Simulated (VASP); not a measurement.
Here is a VASP 6.6.1 calculation.

INCAR

```
SYSTEM = C
PREC = Accurate
ENCUT = 600
EDIFF = 1E-6
ISMEAR = -1
SIGMA = 0.1
LREAL = .False.
LASPH = .True.
NELM = 120
ALGO = Normal
ISIF = 2
LWAVE = .False.
LCHARG = .False.
GGA = PS
NBANDS = 11
GGA_COMPAT = .False.
```

Contents of KPOINTS:

```
regular mesh
0
Gamma
  11 11 11
  0 0 0
```

The input POSCAR:

```
C
1.0
    1.2280290000      0.7090030000      3.3470110000
   -1.2280290000      0.7090030000      3.3470110000
    0.0000000000     -1.4180050000      3.3470110000
C
2
Direct
    0.8360000000      0.8360000000      0.8360000000
    0.1640000000      0.1640000000      0.1640000000
```

Potentials or basis: VASP PAW PBE potentials, release 64 (C).

Command:

```sh
$ cat potpaw_PBE.64/C/POTCAR > POTCAR
$ mpirun -np 1 vasp_std > vasp.out
```

(1) Predict the largest force.

(2) What does it give for the pressure?

Results:

(1) 0.871 eV/Å.

(2) 1.4 GPa.

Caveat: this functional lacks dispersion, which binds layers or chains, so the pressure and a relaxed spacing across them are unreliable; the PAW data sets were made with another functional, which shifts forces and pressure a little.
